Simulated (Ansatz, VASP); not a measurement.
## One calculation of ZrC2, two programs

```
Zr C
1.0
     1.56936   -6.67381    0.00000
     1.56936    6.67381    0.00000
     0.00000    0.00000    2.90686
Zr C
2 4
Direct
  0.88417 0.11583 0.75000
  0.11583 0.88417 0.25000
  0.53010 0.46990 0.75000
  0.46990 0.53010 0.25000
  0.25172 0.74828 0.75000
  0.74828 0.25172 0.25000
```

Alike in both runs: functional PBE; k mesh 6 × 6 × 6; occupations gaussian, width 0.1 eV; no spin polarisation.

Ansatz relaxed the structure, and its values are those at the end. VASP's run is a single point on that final structure, the one shown.

|  | VASP | Ansatz |
| --- | --- | --- |
| version | VASP 6.6.1 | Ansatz 0.2.0 |
| potentials or method | VASP PAW PBE potentials, release 64 (Zr_sv, C), cutoff 520 eV | scalar-relativistic, plane waves, PAW |
| valence electrons in the cell | 40 | 40 |

|  | VASP | Ansatz | Ansatz less VASP |
| --- | --- | --- | --- |
| gap on the k mesh at the Fermi level (eV) | none | none | - |
| pressure (GPa) | 0.1 | -0.1 | -0.30 |

A gap of «none» marks a metal or a gap that the smearing closes.

The k mesh is coarse, so the values compare programs but aren't converged.
